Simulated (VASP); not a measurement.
The system is Os.

```
Os
1.0
     0.00000    1.94500    1.94500
     1.94500    0.00000    1.94500
     1.94500    1.94500    0.00000
Os
1
Direct
  0.00000 0.00000 0.00000
```

```yaml
Program: VASP 6.6.1
Task: relaxation of cell and atoms
Functional: PBE
Dispersion: D3(BJ)
Potentials_or_basis: VASP PAW PBE potentials, release 64 (Os)
Cutoff: 600 eV
k_mesh: 12 × 12 × 12
Occupations: fermi-dirac, width 0.05 eV
Spin: no spin polarisation
```

At the start: pressure -17.1 GPa; volume 14.72 Å³/atom.

Question: How do energy, volume and symmetry change on relaxing?

Answer: Over 5 steps the energy falls by 36.6 meV/atom and the volume is 14.06 Å³/atom (-4.4 %); space group Fm-3m (No. 225, to 0.05 Å).

Step by step:
| step | energy change (eV) | largest force (eV/Å) | pressure (GPa) | volume (Å³) |
| --- | --- | --- | --- | --- |
| 1 | 0.0000 | 0.0000 | -17.11 | 14.72 |
| 2 | 0.7707 | 0.0000 | 127.23 | 11.62 |
| 3 | -0.0363 | 0.0000 | -1.64 | 14.12 |
| 4 | -0.0366 | 0.0000 | -0.41 | 14.08 |
| 5 | -0.0366 | 0.0000 | -0.01 | 14.06 |

Final structure:
```
Os
1.0
     0.00000    1.91574    1.91574
     1.91574    0.00000    1.91574
     1.91574    1.91574    0.00000
Os
1
Direct
  0.00000 0.00000 0.00000
```

Caveat: pairwise dispersion overbinds metals, which lowers pressure and volume.
